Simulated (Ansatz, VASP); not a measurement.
TiSn3S8: VASP beside Ansatz

```
Ti Sn S
1.0
     7.07240    0.00000    0.00000
    -3.53620    6.12488    0.00000
     0.00000    0.00000    5.10000
Ti Sn S
1 3 8
Direct
  0.00000 0.00000 0.00000
  0.00000 0.50000 0.00000
  0.50000 0.00000 0.00000
  0.50000 0.50000 0.00000
  0.16667 0.33333 0.71640
  0.16667 0.83333 0.71640
  0.66667 0.33333 0.71640
  0.66667 0.83333 0.71640
  0.33333 0.16667 0.28360
  0.33333 0.66667 0.28360
  0.83333 0.16667 0.28360
  0.83333 0.66667 0.28360
```

Alike in both runs: task single point; functional PBE; k mesh 2 × 2 × 3; occupations fermi-dirac, width 0.02 eV; collinear spin.

|  | VASP | Ansatz |
| --- | --- | --- |
| version | VASP 6.6.1 | Ansatz 0.2.0 |
| potentials or method | VASP PAW PBE potentials, release 64 (Ti_sv, Sn_d, S), cutoff 520 eV | PAW, plane waves, scalar-relativistic |
| valence electrons in the cell | 102 | 102 |

```tsv
	VASP	Ansatz	Ansatz less VASP
pressure (GPa)	13.0	13.2	+0.15
traceless stress, the component that is largest in VASP (GPa)	-0.35	-0.40	-0.051
rms of the force components (eV/Å)	0.448	0.450	+0.0019
net moment per atom (μB)	0.00	0.01	+0.010
size of the moment on the site where the two differ most (μB)	0.00	0.08	+0.075
```

Site moments also hang on the region over which each program counts them. Atom by atom the forces differ by 0.005 eV/Å (rms over components). Ansatz's warnings: no starting moments.

The k mesh is coarse, so the values compare programs but aren't converged.
